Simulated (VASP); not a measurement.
Write the native input for VASP 6.6.1 that does the following.

```
Task                   : single point
Functional             : PBE
Dispersion             : D3(BJ)
Potentials or basis    : VASP PAW PBE potentials, release 64 (B, N)
Cutoff                 : 520 eV
k mesh                 : 12 × 12 × 1
Occupations            : gaussian, width 0.02 eV
Spin                   : no spin polarisation
Dipole correction      : yes
Further INCAR settings : ALGO = Normal; EDIFF = 1e-06; NBANDS = 16
```

The structure of BN lies in POSCAR:

```
BN
1.0
    2.5087620658      0.0000000000      0.0000000000
   -1.2543810329      2.1726516810      0.0000000000
    0.0000000000      0.0000000000     32.6000000000
B N
2 2
Direct
    0.0000000000      0.0000000000      0.4450891454
    0.3333333333      0.6666666667      0.5549108546
    0.6666666667      0.3333333333      0.4450584344
    0.6666666667      0.3333333333      0.5549415656
```

One way to write it, as run:

INCAR

```
SYSTEM = BN
PREC = Accurate
ENCUT = 520
EDIFF = 1E-6
ISMEAR = 0
SIGMA = 0.02
LREAL = .FALSE.
LASPH = .TRUE.
NELM = 60
ALGO = Normal
ISIF = 2
LWAVE = .FALSE.
LCHARG = .FALSE.
LDIPOL = .TRUE.
IDIPOL = 3
DIPOL = 0.5 0.5 0.500
GGA = PE
IVDW = 12
NBANDS = 16
```

KPOINTS

```
regular mesh
0
G
  12 12 1
  0 0 0
```

Potentials or basis: VASP PAW PBE potentials, release 64 (B, N).

Launch:

```bash
$ cat potpaw_PBE.64/B/POTCAR potpaw_PBE.64/N/POTCAR > POTCAR
$ mpirun -np 1 vasp_std > vasp.out
```

Results of the run:

```json
{"Largest force": "0.008 eV/Å", "Band gap on the k mesh": "4.20 eV (least direct gap 4.48 eV)", "Dispersion energy per atom": "-0.101 eV"}
```

It took 48 s on 1 thread of AMD EPYC 9R45 96-Core Processor (Zen 5) (shared host), peak memory 0.28 GiB.
